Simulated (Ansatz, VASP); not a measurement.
One calculation of Al2Cu, two programs

```
Al Cu
1.0
    -2.04475    2.04475    2.89167
     2.04475   -2.04475    2.89167
     2.04475    2.04475   -2.89167
Al Cu
2 1
Direct
  0.75000 0.25000 0.50000
  0.25000 0.75000 0.50000
  0.50000 0.50000 0.00000
```

Alike in both runs: functional PBE; k mesh 16 × 16 × 16; occupations gaussian, width 0.1 eV; no spin polarisation.

Ansatz relaxed the structure, and its values are those at the end. VASP's run is a single point on that final structure, the one shown.

|  | VASP | Ansatz |
| --- | --- | --- |
| version | VASP 6.6.1 | Ansatz 0.2.0 |
| potentials or method | VASP PAW PBE potentials, release 64 (Al, Cu), cutoff 520 eV | scalar-relativistic, plane waves, PAW |
| valence electrons in the cell | 17 | 25 |

Ansatz gave:

| Quantity | Value |
| --- | --- |
| gap on the k mesh at the Fermi level (eV) | none |
| pressure (GPa) | 0.0 |

Problem. What did VASP give for the same quantities?

Solution. gap on the k mesh at the Fermi level (eV): none; pressure (GPa): 0.1.

A gap of «none» marks a metal or a gap that the smearing closes. VASP's potentials hold 17 valence electrons a cell and Ansatz's 25, so a difference there can come from the potentials and not from the codes.
